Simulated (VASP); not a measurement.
# Mg3SiO (Pm-3m) in VASP: a series of runs

The runs below take Mg3SiO through single point, with LDA, PBEsol.

Everything below comes from runs of VASP 6.6.1. Logs are shortened: lines on timing, memory, paths and dates and some standing lists are left out, and cuts for length are marked.

## 1. The cell of the first run

The structure is cubic, space group Pm-3m (No. 221). Conventional cell: a = 4.184 Å, b = 4.184 Å, c = 4.184 Å, α = 90.00°, β = 90.00°, γ = 90.00°. Si (site symmetry m-3m) has 12 Mg at 2.96 Å and 8 O at 3.62 Å within 3.9 Å. O (site symmetry m-3m) has 6 Mg at 2.09 Å within 2.8 Å. Mg (site symmetry 4/mmm) has 2 O at 2.09 Å within 2.8 Å.

## 2. Single point, LDA

Contents of INCAR:

```
SYSTEM = Mg3SiO
PREC     = Accurate       ! precision mode
ENCUT    = 520            ! plane-wave cutoff, eV
EDIFF    = 1E-7           ! SCF threshold, eV
ISMEAR   = -1             ! smearing method
SIGMA    = 0.02           ! smearing width, eV
LREAL    = .False.        ! projectors in reciprocal space
LASPH    = .True.         ! aspherical terms in the spheres
NELM     = 100            ! most SCF steps
ALGO     = Normal         ! electronic algorithm
ISIF     = 2              ! what is computed and relaxed
LWAVE    = .False.        ! write WAVECAR
LCHARG   = .False.        ! write CHGCAR
NBANDS   = 16             ! bands
```

Contents of KPOINTS:

```
regular mesh
0
Gamma
  6 6 6
  0 0 0
```

Contents of POSCAR:

```
Mg3SiO
1.0
    4.1836345404      0.0000000000      0.0000000000
    0.0000000000      4.1836345404      0.0000000000
    0.0000000000      0.0000000000      4.1836345404
Si O Mg
1 1 3
Direct
    0.0000000000      0.0000000000      0.0000000000
    0.5000000000      0.5000000000      0.5000000000
    0.5000000000      0.5000000000      0.0000000000
    0.5000000000      0.0000000000      0.5000000000
    0.0000000000      0.5000000000      0.5000000000
```

Potentials or basis: VASP PAW LDA potentials, release 64 (Si, O, Mg).

Launch:

```bash
> cat potpaw_LDA.64/Si/POTCAR potpaw_LDA.64/O/POTCAR potpaw_LDA.64/Mg/POTCAR > POTCAR
> mpirun -np 1 vasp_std > vasp.out
```

OUTCAR:

```text
SYSTEM = Mg3SiO
   PREC = Accurate
   ENCUT = 520
   EDIFF = 1E-7
   ISMEAR = -1
   LREAL = .False.
   LASPH = .True.
   NELM = 100
   ISIF = 2

 ion  position               nearest neighbor table
   1  0.000  0.000  0.000-   3 2.96   4 2.96   5 2.96   4 2.96   5 2.96   3 2.96   5 2.96   5 2.96
                             3 2.96   4 2.96   4 2.96   3 2.96
   2  0.500  0.500  0.500-   3 2.09   4 2.09   5 2.09   3 2.09   4 2.09   5 2.09
   3  0.500  0.500  0.000-   2 2.09   2 2.09   4 2.96   5 2.96   1 2.96   4 2.96   5 2.96   1 2.96
                             4 2.96   4 2.96   1 2.96   5 2.96   5 2.96   1 2.96
   4  0.500  0.000  0.500-   2 2.09   2 2.09   3 2.96   5 2.96   1 2.96   3 2.96   1 2.96   3 2.96
                             5 2.96   3 2.96   1 2.96   5 2.96   1 2.96   5 2.96
   5  0.000  0.500  0.500-   2 2.09   2 2.09   3 2.96   4 2.96   1 2.96   3 2.96   1 2.96   4 2.96
                             1 2.96   1 2.96   3 2.96   4 2.96   3 2.96   4 2.96

  LATTYP: Found a simple cubic cell.
 ALAT       =     4.1836345404

  Lattice vectors:

 A1 = (   4.1836345404,   0.0000000000,   0.0000000000)
 A2 = (   0.0000000000,   4.1836345404,   0.0000000000)
 A3 = (   0.0000000000,   0.0000000000,   4.1836345404)

Analysis of symmetry for initial positions (statically):
=====================================================================
 Subroutine PRICEL returns:
 Original cell was already a primitive cell.

 Routine SETGRP: Setting up the symmetry group for a
 simple cubic supercell.

 Subroutine GETGRP returns: Found 48 space group operations
 (whereof 48 operations were pure point group operations)
 out of a pool of 48 trial point group operations.

The static configuration has the point symmetry O_h .

Analysis of symmetry for dynamics (positions and initial velocities):
=====================================================================
 Subroutine PRICEL returns:
 Original cell was already a primitive cell.

 Routine SETGRP: Setting up the symmetry group for a
 simple cubic supercell.

 Subroutine GETGRP returns: Found 48 space group operations
 (whereof 48 operations were pure point group operations)
 out of a pool of 48 trial point group operations.

The dynamic configuration has the point symmetry O_h .

 Subroutine INISYM returns: Found 48 space group operations
 (whereof 48 operations are pure point group operations),
 and found     1 'primitive' translations

----------------------------------------------------------------------------------------

                                     Primitive cell

  volume of cell :      73.2253

  direct lattice vectors                    reciprocal lattice vectors
     4.183634540  0.000000000  0.000000000     0.239026614  0.000000000  0.000000000
     0.000000000  4.183634540  0.000000000     0.000000000  0.239026614  0.000000000
     0.000000000  0.000000000  4.183634540     0.000000000  0.000000000  0.239026614

  length of vectors
     4.183634540  4.183634540  4.183634540     0.239026614  0.239026614  0.239026614

  position of ions in fractional coordinates (direct lattice)
     0.000000000  0.000000000  0.000000000
     0.500000000  0.500000000  0.500000000
     0.500000000  0.500000000  0.000000000
     0.500000000  0.000000000  0.500000000
     0.000000000  0.500000000  0.500000000

  ion indices of the primitive-cell ions
   primitive index   ion index
                 1           1
                 2           2
                 3           3
                 4           4
                 5           5

----------------------------------------------------------------------------------------

 KPOINTS: regular mesh

Automatic generation of k-mesh.
 Grid dimensions read from file:
 generate k-points for:    6    6    6

 Generating k-lattice:

  Cartesian coordinates                     Fractional coordinates (reciprocal lattice)
     0.039837769  0.000000000  0.000000000     0.166666667  0.000000000  0.000000000
     0.000000000  0.039837769  0.000000000     0.000000000  0.166666667  0.000000000
     0.000000000  0.000000000  0.039837769     0.000000000  0.000000000  0.166666667

  Length of vectors
     0.039837769  0.039837769  0.039837769

  Shift w.r.t. Gamma in fractional coordinates (k-lattice)
     0.000000000  0.000000000  0.000000000

 Subroutine IBZKPT returns following result:
 ===========================================

 Found     20 irreducible k-points:

 Following reciprocal coordinates:
            Coordinates               Weight
  0.000000  0.000000  0.000000      1.000000
  0.166667  0.000000  0.000000      6.000000
  0.333333  0.000000  0.000000      6.000000
  0.500000  0.000000  0.000000      3.000000
  0.166667  0.166667  0.000000     12.000000
  0.333333  0.166667  0.000000     24.000000
[... 12 lines left out ...]
  0.500000  0.500000  0.333333      6.000000
  0.500000  0.500000  0.500000      1.000000
   k-points           NKPTS =     20   k-points in BZ     NKDIM =     20   number of bands    NBANDS=     16
   number of dos      NEDOS =    301   number of ions     NIONS =      5
   total plane-waves  NPLWV =  32768
   dimension x,y,z NGX =    32 NGY =   32 NGZ =   32
   dimension x,y,z NGXF=    64 NGYF=   64 NGZF=   64
   ions per type =               1   1   3
   NGX,Y,Z   is equivalent  to a cutoff of  12.72, 12.72, 12.72 a.u.
   NGXF,Y,Z  is equivalent  to a cutoff of  25.43, 25.43, 25.43 a.u.
 SYSTEM =  Mg3SiO
   PREC   = accura    normal or accurate (medium, high low for compatibility)
   ISTART =      0    job   : 0-new  1-cont  2-samecut
   ICHARG =      2    charge: 1-file 2-atom 10-const
   ISPIN  =      1    spin polarized calculation?
   LNONCOLLINEAR =      F non collinear calculations
   LSORBIT =      F    spin-orbit coupling
   LASPH  =      T    aspherical Exc in radial PAW
   ENCUT  =  520.0 eV  38.22 Ry    6.18 a.u.   7.78  7.78  7.78*2*pi/ulx,y,z
   NELM   =    100;   NELMIN=  2; NELMDL= -5     # of ELM steps
   EDIFF  = 0.1E-06   stopping-criterion for ELM
   LREAL  =      F    real-space projection
   EDIFFG = 0.1E-05   stopping-criterion for IOM
   NSW    =      0    number of steps for IOM
   IBRION =     -1    ionic relax: 0-MD 1-quasi-New 2-CG
   NFREE  =      0    steps in history (QN), initial steepest desc. (CG)
   ISIF   =      2    stress and relaxation
   ISYM   =      2    0-nonsym 1-usesym 2-fastsym
   POTIM  = 0.5000    time-step for ionic-motion
   TEBEG  =    0.0;   TEEND  =   0.0 temperature during run
   PSTRESS=    0.0 pullay stress
   NELECT =      16.0000    total number of electrons
   NUPDOWN=      -1.0000    fix difference up-down
   EMIN   =  10.00;   EMAX   =-10.00  energy-range for DOS
   EFERMI =   0.00;   METHOD = LEGACY
   ISMEAR =    -1;   SIGMA  =   0.02  broadening in eV -4-tet -1-fermi 0-gaus
   EFERMI_NEDOS =   21; number of points for ismear=-14 and -15
   IALGO  =     38    algorithm
   IMIX   =      4    mixing-type and parameters
     AMIX     =   0.40;   BMIX     =  1.00
     AMIX_MAG =   1.60;   BMIX_MAG =  1.00
  volume/ion in A,a.u.               =      14.65        98.83
  Fermi-wavevector in a.u.,A,eV,Ry     =   0.986040  1.863345 13.228596  0.972274
  Thomas-Fermi vector in A             =   2.117391
   LORBIT       =      0    0 simple, 1 ext, 2 COOP (PROOUT), +10 PAW based schemes
   GGA     = CA    functional components
   LHFCALC =     F    Hartree Fock is set to
   AEXX    =    0.0000 exact exchange contribution
   IVDW    =     0    specifies the selected vdW correction
   LEPSILON=     F    determine dielectric tensor
   LRPA    =     F    only Hartree local field effects (RPA)
 non-spin polarized calculation
  energy-cutoff  :      520.00
  volume of cell :       73.23
 maximum number of plane-waves:      2000
 NGX is ok and might be reduce to    32
   NGX = 15   NGY = 15   NGZ = 15

 number of electron      16.0000000 magnetization

 Free energy of the ion-electron system (eV)
  ---------------------------------------------------
  ext. energy  EPLUGINS =         0.00000000
  ---------------------------------------------------
  free energy    TOTEN  =       -22.66410043 eV

  energy without entropy =      -22.66273408  energy(sigma->0) =      -22.66341726

 E-fermi :   5.4264     XC(G=0): -10.2009

 val. band max:        5.3848956208   @ k =   0.5000   0.3333   0.0000
 cond. band min:       5.4514443511   @ k =   0.5000   0.5000   0.1667
 fundamental gap:      0.0665487303
 Fermi energy:         5.4264444240

 k-point     1 :       0.0000    0.0000    0.0000
  band No.  band energies     occupation
      1     -14.6315      2.00000
      2      -3.4398      2.00000
      3      -0.9322      2.00000
      4      -0.9322      2.00000
      5      -0.9322      2.00000
      6       5.0123      2.00000
[... 8 lines left out ...]
     15      13.4211      0.00000
     16      13.4211      0.00000

 k-point     2 :       0.1667    0.0000    0.0000
  band No.  band energies     occupation
      1     -14.6121      2.00000
      2      -3.4305      2.00000
      3      -0.8974      2.00000
      4      -0.8974      2.00000
      5      -0.8932      2.00000
      6       3.4296      2.00000
[... 8 lines left out ...]
     15      12.1907      0.00000
     16      13.4205      0.00000

 k-point     3 :       0.3333    0.0000    0.0000
  band No.  band energies     occupation
      1     -14.5724      2.00000
      2      -3.4474      2.00000
      3      -0.8250      2.00000
      4      -0.8250      2.00000
      5      -0.5833      2.00000
      6       1.7102      2.00000
[... 8 lines left out ...]
     15      12.0228      0.00000
     16      12.0620      0.00000

 k-point     4 :       0.5000    0.0000    0.0000
  band No.  band energies     occupation
      1     -14.5524      2.00000
      2      -3.4738      2.00000
      3      -0.7873      2.00000
      4      -0.7873      2.00000
      5      -0.0209      2.00000
      6       0.6499      2.00000
[... 8 lines left out ...]
     15      12.8727      0.00000
     16      12.8727      0.00000

 k-point     5 :       0.1667    0.1667    0.0000
  band No.  band energies     occupation
      1     -14.5929      2.00000
      2      -3.3740      2.00000
      3      -1.1938      2.00000
      4      -0.8663      2.00000
      5      -0.5955      2.00000
      6       3.2343      2.00000
[... 8 lines left out ...]
     15      12.5799      0.00000
     16      12.8715      0.00000

 k-point     6 :       0.3333    0.1667    0.0000
  band No.  band energies     occupation
      1     -14.5540      2.00000
      2      -3.2961      2.00000
      3      -1.2759      2.00000
      4      -0.8018      2.00000
      5      -0.3609      2.00000
      6       1.8659      2.00000
[... 8 lines left out ...]
     15      11.5180      0.00000
     16      12.5531      0.00000
[... 191 lines left out ...]
 k-point    17 :       0.3333    0.3333    0.3333
  band No.  band energies     occupation
      1     -14.4632      2.00000
      2      -2.3653      2.00000
      3      -1.4063      2.00000
      4      -1.4063      2.00000
      5      -0.7257      2.00000
      6       2.5722      2.00000
[... 8 lines left out ...]
     15      12.7465      0.00000
     16      14.6698      0.00000

 k-point    18 :       0.5000    0.3333    0.3333
  band No.  band energies     occupation
      1     -14.4453      2.00000
      2      -2.0845      2.00000
      3      -1.5043      2.00000
      4      -1.3001      2.00000
      5      -0.9682      2.00000
      6       2.2596      2.00000
[... 8 lines left out ...]
     15      14.5802      0.00000
     16      14.7917      0.00000

 k-point    19 :       0.5000    0.5000    0.3333
  band No.  band energies     occupation
      1     -14.4275      2.00000
      2      -1.5877      2.00000
      3      -1.5877      2.00000
      4      -1.2927      2.00000
      5      -1.2700      2.00000
      6       2.2134      2.00000
[... 8 lines left out ...]
     15      14.5765      0.00000
     16      15.9222      0.00000

 k-point    20 :       0.5000    0.5000    0.5000
  band No.  band energies     occupation
      1     -14.4097      2.00000
      2      -1.4604      2.00000
      3      -1.4604      2.00000
      4      -1.4604      2.00000
      5      -0.9722      2.00000
      6       1.9885      2.00000
[... 8 lines left out ...]
     15      14.7055      0.00000
     16      16.5444      0.00000

------------------------ aborting loop because EDIFF is reached ----------------------------------------

  FORCE on cell =-STRESS in cart. coord.  units (eV):
  Direction    XX          YY          ZZ          XY          YZ          ZX
  --------------------------------------------------------------------------------------
  -------------------------------------------------------------------------------------
  Total       -1.5768323     -1.5768323     -1.5768323      0.0000000     -0.0000000      0.0000000
  in kB      -34.5012524    -34.5012524    -34.5012524      0.0000000     -0.0000000      0.0000000
  external PRESSURE =     -34.5012524 kB  Pullay stress =       0.0000000 kB

 VOLUME and BASIS-vectors are now :
 -----------------------------------------------------------------------------
  energy-cutoff  :      520.00
  volume of cell :       73.23
      direct lattice vectors                 reciprocal lattice vectors
     4.183634540  0.000000000  0.000000000     0.239026614  0.000000000  0.000000000
     0.000000000  4.183634540  0.000000000     0.000000000  0.239026614  0.000000000
     0.000000000  0.000000000  4.183634540     0.000000000  0.000000000  0.239026614

 POSITION                                       TOTAL-FORCE (eV/Angst)
 -----------------------------------------------------------------------------------
      0.00000      0.00000      0.00000         0.000000      0.000000      0.000000
      2.09182      2.09182      2.09182         0.000000      0.000000      0.000000
      2.09182      2.09182      0.00000         0.000000      0.000000      0.000000
      2.09182      0.00000      2.09182         0.000000      0.000000      0.000000
      0.00000      2.09182      2.09182         0.000000      0.000000      0.000000
 -----------------------------------------------------------------------------------
    total drift:                                0.000000      0.000000     -0.000000

  FREE ENERGIE OF THE ION-ELECTRON SYSTEM (eV)
  ---------------------------------------------------
  free  energy   TOTEN  =       -22.6641004347 eV

  energy  without entropy=      -22.6627340777  energy(sigma->0) =      -22.66341726
```

Run time: 7.9 s. Hardware: 1 thread of Intel Xeon 6975P-C (Granite Rapids), shared host; peak memory 0.16 GiB.

What came out:

| Item | Value |
| --- | --- |
| Free energy | -22.6641 eV |
| Pressure | -3.5 GPa |
| Band gap on the k mesh | 0.07 eV (least direct gap 0.56 eV) |

Caveat: the cell stands under tension.

## 3. Single point, PBEsol

This run uses another cell than the first one, of 14.70 Å³/atom.

Contents of INCAR:

```
SYSTEM = Mg3SiO
PREC = Accurate
ENCUT = 520
EDIFF = 1E-7
ISMEAR = -1
SIGMA = 0.02
LREAL = .FALSE.
LASPH = .TRUE.
NELM = 100
ALGO = Normal
ISIF = 2
LWAVE = .FALSE.
LCHARG = .TRUE.
GGA = PS
LELF = .TRUE.
LVHAR = .TRUE.
NBANDS = 16
```

Contents of KPOINTS:

```
Automatic mesh
0
G
  6 6 6
  0 0 0
```

POSCAR: that of step 2 with these lines changed.

```diff
@@ -2,5 +2,5 @@
 1.0
-    4.1836345404      0.0000000000      0.0000000000
-    0.0000000000      4.1836345404      0.0000000000
-    0.0000000000      0.0000000000      4.1836345404
+    4.1888190242      0.0000000000      0.0000000000
+    0.0000000000      4.1888190242      0.0000000000
+    0.0000000000      0.0000000000      4.1888190242
 Si O Mg
```

Potentials or basis: VASP PAW PBE potentials, release 64 (Si, O, Mg).

Launch:

```bash
> cat potpaw_PBE.64/Si/POTCAR potpaw_PBE.64/O/POTCAR potpaw_PBE.64/Mg/POTCAR > POTCAR
> mpirun -np 1 vasp_std > vasp.out
```

Wall time 11 s (1 thread of Intel Xeon 6975P-C (Granite Rapids), shared host); peak memory 0.18 GiB.

It converged, with:

- Free energy: -21.3787 eV
- Pressure: -0.2 GPa
- Band gap on the k mesh: 0.11 eV (least direct gap 0.59 eV)

Levels at points of the mesh, in eV from the valence-band top:
```csv
k point,band 5,band 6,band 7,band 8,band 9,band 10,band 11,band 12
"(0.00, 0.00, 0.00)",-6.24,-0.37,-0.37,-0.37,0.66,0.66,1.93,5.76
"(0.50, 0.00, 0.00)",-5.34,-4.74,-0.60,-0.60,1.76,3.19,4.03,4.03
"(0.50, 0.50, 0.00)",-6.01,-2.57,-2.57,-0.33,0.32,2.52,2.99,2.99
"(0.50, 0.50, 0.50)",-6.34,-3.41,-3.41,-3.41,1.80,1.80,1.80,4.63
```

Caveat: the PAW data sets were made with another functional, which shifts forces and pressure a little.
